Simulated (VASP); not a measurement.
# Si (Fm-3m) in VASP: further runs, part 2 of 2

VASP 6.6.1. The steps go on from the part before.

### 5 Single point, PBE

This run uses another cell than the first one, of 16.44 Å³/atom.

Input file INCAR:

```
SYSTEM = Si
PREC = Accurate
ENCUT = 520
EDIFF = 1E-7
ISMEAR = 0
SIGMA = 0.1
LREAL = .FALSE.
LASPH = .TRUE.
NELM = 100
ALGO = Normal
ISIF = 2
LWAVE = .FALSE.
LCHARG = .FALSE.
GGA = PE
NBANDS = 13
```

Input file KPOINTS:

```
regular mesh
0
G
  14 14 14
  0 0 0
```

Input file POSCAR:

```
Si
1.0
    0.0000000000      2.9108715748      2.9108715748
    2.9108715748      0.0000000000      2.9108715748
    2.9108715748      2.9108715748      0.0000000000
Si
3
Direct
    0.2500000000      0.2500000000      0.2500000000
    0.5000000000      0.5000000000      0.5000000000
    0.7500000000      0.7500000000      0.7500000000
```

Potentials or basis: VASP PAW PBE potentials, release 64 (Si).

On the command line:

```
cat potpaw_PBE.64/Si/POTCAR > POTCAR
mpirun -np 1 vasp_std > vasp.out
```

OUTCAR:

```text
SYSTEM = Si
   PREC = Accurate
   ENCUT = 520
   EDIFF = 1E-7
   ISMEAR = 0
   LREAL = .FALSE.
   LASPH = .TRUE.
   NELM = 100
   ISIF = 2
   GGA = PE

 ion  position               nearest neighbor table
   1  0.250  0.250  0.250-   2 2.52   2 2.52   2 2.52   2 2.52   3 2.91   3 2.91   3 2.91   3 2.91
                             3 2.91   3 2.91
   2  0.500  0.500  0.500-   1 2.52   1 2.52   1 2.52   1 2.52   3 2.52   3 2.52   3 2.52   3 2.52

   3  0.750  0.750  0.750-   2 2.52   2 2.52   2 2.52   2 2.52   1 2.91   1 2.91   1 2.91   1 2.91
                             1 2.91   1 2.91

  LATTYP: Found a face centered cubic cell.
 ALAT       =     5.8217431496

  Lattice vectors:

 A1 = (   0.0000000000,   2.9108715748,   2.9108715748)
 A2 = (   2.9108715748,   0.0000000000,   2.9108715748)
 A3 = (   2.9108715748,   2.9108715748,   0.0000000000)

Analysis of symmetry for initial positions (statically):
=====================================================================
 Subroutine PRICEL returns:
 Original cell was already a primitive cell.

 Routine SETGRP: Setting up the symmetry group for a
 face centered cubic supercell.

 Subroutine GETGRP returns: Found 48 space group operations
[... 186 lines left out ...]
     11      12.4616      0.00000
     12      12.4616      0.00000
     13      12.5023      0.00000
[... 354 lines left out ...]
  band No.  band energies     occupation
      1      -4.3731      2.00000
      2       2.0854      2.00000
      3       3.8904      2.00000
      4       4.3632      2.00000
      5       5.6360      2.00000
      6       8.3232      1.65881
      7       9.0418      0.00000
      8       9.1659      0.00000
      9      10.5592      0.00000
     10      12.6391      0.00000
     11      13.0088      0.00000
     12      13.7633      0.00000
     13      15.4776      0.00000

 [... further k-points ...]

------------------------ aborting loop because EDIFF is reached ----------------------------------------

  FORCE on cell =-STRESS in cart. coord.  units (eV):
  Direction    XX          YY          ZZ          XY          YZ          ZX
  --------------------------------------------------------------------------------------
  -------------------------------------------------------------------------------------
  Total       -0.0203518     -0.0203518     -0.0203518      0.0000000      0.0000000      0.0000000
  in kB       -0.6610194     -0.6610194     -0.6610194      0.0000000      0.0000000      0.0000000
  external PRESSURE =      -0.6610194 kB  Pullay stress =       0.0000000 kB

 VOLUME and BASIS-vectors are now :
 -----------------------------------------------------------------------------
  energy-cutoff  :      520.00
  volume of cell :       49.33
      direct lattice vectors                 reciprocal lattice vectors
     0.000000000  2.910871575  2.910871575    -0.171769859  0.171769859  0.171769859
     2.910871575  0.000000000  2.910871575     0.171769859 -0.171769859  0.171769859
     2.910871575  2.910871575  0.000000000     0.171769859  0.171769859 -0.171769859

 POSITION                                       TOTAL-FORCE (eV/Angst)
 -----------------------------------------------------------------------------------
      1.45544      1.45544      1.45544         0.000000      0.000000     -0.000000
      2.91087      2.91087      2.91087        -0.000000      0.000000      0.000000
      4.36631      4.36631      4.36631        -0.000000     -0.000000      0.000000
 -----------------------------------------------------------------------------------
    total drift:                               -0.000000      0.000000      0.000000

  FREE ENERGIE OF THE ION-ELECTRON SYSTEM (eV)
  ---------------------------------------------------
  free  energy   TOTEN  =       -14.7828469616 eV

  energy  without entropy=      -14.7752801903  energy(sigma->0) =      -14.77906358
```

OSZICAR:

```text
N       E                     dE             d eps       ncg     rms          rms(c)
DAV:   1     0.162310230860E+02    0.16231E+02   -0.48755E+03  2704   0.772E+02
DAV:   2    -0.137305320305E+02   -0.29962E+02   -0.28196E+02  3434   0.112E+02
DAV:   3    -0.148867353442E+02   -0.11562E+01   -0.11378E+01  3555   0.189E+01
DAV:   4    -0.148966286979E+02   -0.98934E-02   -0.98869E-02  3208   0.221E+00
DAV:   5    -0.148967376586E+02   -0.10896E-03   -0.10896E-03  3480   0.214E-01    0.505E+00
DAV:   6    -0.148159540294E+02    0.80784E-01   -0.56243E-02  3334   0.112E+00    0.292E+00
DAV:   7    -0.147840675262E+02    0.31887E-01   -0.48327E-02  3563   0.106E+00    0.253E-01
DAV:   8    -0.147828091614E+02    0.12584E-02   -0.55751E-03  3159   0.414E-01    0.147E-01
DAV:   9    -0.147828362942E+02   -0.27133E-04   -0.26435E-04  3287   0.983E-02    0.786E-02
DAV:  10    -0.147828444733E+02   -0.81791E-05   -0.92084E-06  3404   0.184E-02    0.313E-02
DAV:  11    -0.147828469794E+02   -0.25061E-05   -0.53616E-06  3344   0.115E-02    0.848E-03
DAV:  12    -0.147828469616E+02    0.17731E-07   -0.55316E-07  3309   0.396E-03
   1 F= -.14782847E+02 E0= -.14779064E+02  d E =-.756677E-02
```

stdout:

```text
POSCAR found type information on POSCAR Si
 POSCAR found :  1 types and       3 ions
 scaLAPACK will be used
 LDA part: xc-table for (Slater+PW92), standard interpolation
 POSCAR, INCAR and KPOINTS ok, starting setup
 FFT: planning ... GRIDC
 FFT: planning ... GRID_SOFT
 FFT: planning ... GRID
 WAVECAR not read
 entering main loop
```

Run time: 72 s. Hardware: 1 thread of Intel Xeon 8259CL, shared host; peak memory 0.19 GiB.

Results:

```
Free energy            : -14.7828 eV
Pressure               : -0.1 GPa
Band gap on the k mesh : zero (bands 6 and 7 overlap by 2.77 eV)
```

### 6 Relaxation of cell and atoms, PBE

Input file INCAR:

```
SYSTEM = Si
ALGO     = Normal         ! electronic algorithm
EDIFF    = 1E-7           ! SCF threshold, eV
EDIFFG   = -0.01          ! ionic threshold
ENCUT    = 600            ! plane-wave cutoff, eV
GGA      = PE             ! functional
IBRION   = 2              ! ionic algorithm
ISIF     = 3              ! what is computed and relaxed
ISMEAR   = 0              ! smearing method
LASPH    = .True.         ! aspherical terms in the spheres
LCHARG   = .False.        ! write CHGCAR
LREAL    = .False.        ! projectors in reciprocal space
LWAVE    = .False.        ! write WAVECAR
NELM     = 100            ! most SCF steps
NSW      = 100            ! ionic steps
PREC     = Accurate       ! precision mode
SIGMA    = 0.1            ! smearing width, eV
```

Input file KPOINTS:

```
k-points
0
Gamma
  14 14 14
  0 0 0
```

Input file POSCAR:

```
Si
1.0
    0.0000000000      2.9231936307      2.9231936307
    2.9231936307      0.0000000000      2.9231936307
    2.9231936307      2.9231936307      0.0000000000
Si
3
Direct
    0.2500000000      0.2500000000      0.2500000000
    0.5000000000      0.5000000000      0.5000000000
    0.7500000000      0.7500000000      0.7500000000
```

Potentials or basis: VASP PAW PBE potentials, release 64 (Si).

On the command line:

```
cat potpaw_PBE.64/Si/POTCAR > POTCAR
mpirun -np 1 vasp_std > vasp.out
```

OUTCAR:

```text
SYSTEM = Si
   EDIFF = 1E-7
   EDIFFG = -0.01
   ENCUT = 600
   GGA = PE
   IBRION = 2
   ISIF = 3
   ISMEAR = 0
   LASPH = .True.
   LREAL = .False.
   NELM = 100
   NSW = 100
   PREC = Accurate

 ion  position               nearest neighbor table
   1  0.250  0.250  0.250-   2 2.53   2 2.53   2 2.53   2 2.53   3 2.92   3 2.92   3 2.92   3 2.92
                             3 2.92   3 2.92
   2  0.500  0.500  0.500-   1 2.53   1 2.53   1 2.53   1 2.53   3 2.53   3 2.53   3 2.53   3 2.53

   3  0.750  0.750  0.750-   2 2.53   2 2.53   2 2.53   2 2.53   1 2.92   1 2.92   1 2.92   1 2.92
                             1 2.92   1 2.92

  LATTYP: Found a face centered cubic cell.
 ALAT       =     5.8463872614

  Lattice vectors:

 A1 = (   0.0000000000,   2.9231936307,   2.9231936307)
 A2 = (   2.9231936307,   0.0000000000,   2.9231936307)
 A3 = (   2.9231936307,   2.9231936307,   0.0000000000)

[... 272 lines left out ...]
      2       6.3775      2.00000
      3       6.4386      2.00000
      4       6.4386      2.00000
      5       6.4386      2.00000
      6       6.8293      2.00000
      7       6.8293      2.00000
      8       6.8293      2.00000
      9       9.1415      0.00000
     10      12.4718      0.00000
[... 287 lines left out ...]
 k-point    24 :       0.2857    0.1429    0.0000
  band No.  band energies     occupation
      1      -4.3698      2.00000
      2       2.0919      2.00000
      3       3.8986      2.00000
      4       4.3692      2.00000
      5       5.6437      2.00000
      6       8.3330      1.65151
      7       9.0495      0.00000
      8       9.1747      0.00000
      9      10.5714      0.00000
     10      12.6479      0.00000

 [... further k-points ...]

------------------------ aborting loop because EDIFF is reached ----------------------------------------

  FORCE on cell =-STRESS in cart. coord.  units (eV):
  Direction    XX          YY          ZZ          XY          YZ          ZX
  --------------------------------------------------------------------------------------
  -------------------------------------------------------------------------------------
  Total        0.0009132      0.0009132      0.0009132      0.0000000      0.0000000      0.0000000
  in kB        0.0296825      0.0296825      0.0296825      0.0000000      0.0000000      0.0000000
  external PRESSURE =       0.0296825 kB  Pullay stress =       0.0000000 kB
[... 18 lines left out ...]
  FREE ENERGIE OF THE ION-ELECTRON SYSTEM (eV)
  ---------------------------------------------------
  free  energy   TOTEN  =       -14.7831366660 eV

  energy  without entropy=      -14.7755929502  energy(sigma->0) =      -14.77936481

 reached required accuracy - stopping structural energy minimisation
```

OSZICAR:

```text
N       E                     dE             d eps       ncg     rms          rms(c)
DAV:   1     0.216566522455E+02    0.21657E+02   -0.55720E+03  2080   0.113E+03
[... 22 lines left out ...]
       N       E                     dE             d eps       ncg     rms          rms(c)
DAV:   1    -0.147831832246E+02   -0.12851E-03   -0.19242E-03  2230   0.259E-01    0.431E-02
DAV:   2    -0.147831545316E+02    0.28693E-04   -0.28450E-05  2436   0.394E-02    0.252E-02
DAV:   3    -0.147831374623E+02    0.17069E-04   -0.22558E-05  2200   0.272E-02    0.622E-03
DAV:   4    -0.147831372313E+02    0.23100E-06   -0.30757E-07  2516   0.471E-03    0.536E-03
DAV:   5    -0.147831366431E+02    0.58824E-06   -0.90454E-08  1190   0.188E-03    0.761E-04
DAV:   6    -0.147831366660E+02   -0.22933E-07   -0.78907E-09  1124   0.747E-04
   3 F= -.14783137E+02 E0= -.14779365E+02  d E =-.224023E-02
```

CONTCAR:

```text
Si
   1.00000000000000
     0.0000000000000000    2.9101430847445187    2.9101430847445187
     2.9101430847445187    0.0000000000000000    2.9101430847445187
     2.9101430847445187    2.9101430847445187    0.0000000000000000
  Si
     3
Direct
     0.2500000000000000    0.2500000000000000    0.2500000000000000
     0.5000000000000000    0.5000000000000000    0.5000000000000000
     0.7500000000000000    0.7500000000000000    0.7500000000000000

  0.00000000E+00  0.00000000E+00  0.00000000E+00
  0.00000000E+00  0.00000000E+00  0.00000000E+00
  0.00000000E+00  0.00000000E+00  0.00000000E+00
```

Wall time 3 min (1 thread of Intel Xeon 8259CL, shared host); peak memory 0.23 GiB.

Results:

```yaml
Free_energy: -14.7831 eV
Relaxed_volume: 16.43 Å³/atom
Relaxed_cell: a = 4.116 Å, b = 4.116 Å, c = 4.116 Å, α = 60.00°, β = 60.00°, γ = 60.00°
Space_group_after_relaxing_to_0.1_Å: Fm-3m (No. 225)
Energy_gained_by_relaxing: 0.7 meV/atom
Ionic_steps: 3
Pressure_after_relaxing: 0.0 GPa
Band_gap_on_the_k_mesh: zero (bands 6 and 7 overlap by 2.77 eV)
```

Step by step:
```tsv
step	energy change (eV)	largest force (eV/Å)	pressure (GPa)	volume (Å³)
1	0.0000	0.0000	-1.06	49.96
2	-0.0022	0.0000	0.21	49.17
3	-0.0022	0.0000	0.00	49.29
```

Final structure:
```yaml
crystal:
  lattice:
    - [0.00000, 2.91014, 2.91014]
    - [2.91014, 0.00000, 2.91014]
    - [2.91014, 2.91014, 0.00000]
  atoms:
    - { symbol: Si, position: [0.25000, 0.25000, 0.25000] }
    - { symbol: Si, position: [0.50000, 0.50000, 0.50000] }
    - { symbol: Si, position: [0.75000, 0.75000, 0.75000] }
```

Levels at points of the mesh, in eV from the Fermi level:
```tsv
k point	band 4	band 5	band 6	band 7	band 8	band 9
(0.00, 0.00, 0.00)	-1.96	-1.96	-1.57	-1.57	-1.57	0.74
(0.50, 0.00, 0.00)	-3.38	-3.18	-1.20	-1.20	1.05	5.94
(0.50, 0.50, 0.00)	-5.38	-5.38	-1.86	4.58	4.58	6.83
```

### 7 Summary

| task | cell | k mesh | cutoff (eV) | gap on the mesh (eV) | pressure (GPa) | relaxed volume (Å³/atom) |
| --- | --- | --- | --- | --- | --- | --- |
| single point | a = 4.134 Å, angles 60.0°, 3 atoms | 6 × 6 × 6 | 520 | none | -0.1 | - |
| single point | a = 4.491 Å, angles 60.0°, 3 atoms | 6 × 6 × 6 | 520 | none | -10.9 | - |
| relaxation of cell and atoms | relaxed from a = 4.491 Å, angles 60.0°, 3 atoms | 6 × 6 × 6 | 600 | none | 0.1 | 16.61 |
| single point | a = 4.117 Å, angles 60.0°, 3 atoms | 14 × 14 × 14 | 520 | none | -0.1 | - |
| relaxation of cell and atoms | relaxed from a = 4.134 Å, angles 60.0°, 3 atoms | 14 × 14 × 14 | 600 | none | 0.0 | 16.43 |

Alike in all rows: level PBE; potentials or basis VASP PAW PBE potentials, release 64 (Si); no spin polarisation; smearing gaussian 0.1 eV.

Caveats: the cell stands under tension (at least some runs); the volume moved by over 15 % at a fixed basis, so the end points are rough (at least some runs).

Absolute energies hang on the potentials; compare differences alone.
